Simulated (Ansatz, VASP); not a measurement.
## Te: VASP beside Ansatz

```
CELL_PARAMETERS angstrom
6.41828 0.00000 0.00000
0.00000 6.41828 0.00000
0.00000 0.00000 6.41828
ATOMIC_POSITIONS crystal
Te 0.00000 0.00000 0.00000
Te 0.50000 0.50000 0.50000
Te 0.25000 0.00000 0.50000
Te 0.75000 0.00000 0.50000
Te 0.50000 0.25000 0.00000
Te 0.50000 0.75000 0.00000
Te 0.00000 0.50000 0.25000
Te 0.00000 0.50000 0.75000
```

Alike in both runs: functional BLYP; k mesh 4 × 4 × 4; occupations fermi-dirac, width 0.1 eV; no spin polarisation.

Ansatz relaxed the structure, and its values are those at the end. VASP's run is a single point on that final structure, the one shown.

```csv
,VASP,Ansatz
version,VASP 6.6.1,Ansatz 0.2.0
potentials or method,"VASP PAW PBE potentials, release 64 (Te), cutoff 520 eV","plane waves (420 eV) with PAW, scalar-relativistic"
valence electrons in the cell,48,128
```

Ansatz gave:

- pressure (GPa): 0.0

**Question.** Estimate VASP's values.

**Answer.** Pressure (GPa): 0.1.

VASP's potentials were made for PBE, not for BLYP. The functional is the same, so the differences come from potentials, cutoffs and numerics. VASP's potentials hold 48 valence electrons a cell and Ansatz's 128, so a difference there can come from the potentials and not from the codes.

Spin-orbit coupling is off throughout.
